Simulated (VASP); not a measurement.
The system is SnMo.

```
CELL_PARAMETERS angstrom
0.00000 2.82683 2.82683
2.82683 0.00000 2.82683
2.82683 2.82683 0.00000
ATOMIC_POSITIONS crystal
Sn 0.00000 0.00000 0.00000
Mo 0.75000 0.75000 0.75000
```

```yaml
Program: VASP 6.6.1
Task: relaxation of cell and atoms
Functional: PBE
Potentials_or_basis: VASP PAW PBE potentials, release 64 (Sn_d, Mo_sv)
Cutoff: 600 eV
k_mesh: 6 × 6 × 6
Occupations: gaussian, width 0.1 eV
Spin: no spin polarisation
```

At the start: pressure 31.5 GPa; volume 22.59 Å³/atom.

Task: Where does the relaxation end?

Result: Over 5 steps the energy falls by 521.3 meV/atom and the volume is 29.30 Å³/atom (+29.7 %); space group F-43m (No. 216, to 0.05 Å).

Step by step:
```csv
step,energy change (eV),largest force (eV/Å),pressure (GPa),volume (Å³)
1,0.0000,0.0000,31.45,45.18
2,-0.0726,0.0000,-10.37,80.82
3,-1.0400,0.0000,-0.96,59.50
4,-1.0424,0.0000,-0.30,58.90
5,-1.0426,0.0000,0.06,58.60
```

Final structure:
```
Sn Mo
1.0
     0.00000    3.08287    3.08287
     3.08287    0.00000    3.08287
     3.08287    3.08287    0.00000
Sn Mo
1 1
Cartesian
  0.0000 0.0000 0.0000
  4.6243 4.6243 4.6243
```

Caveat: the volume moved by over 15 % at a fixed basis, so the end points are rough.
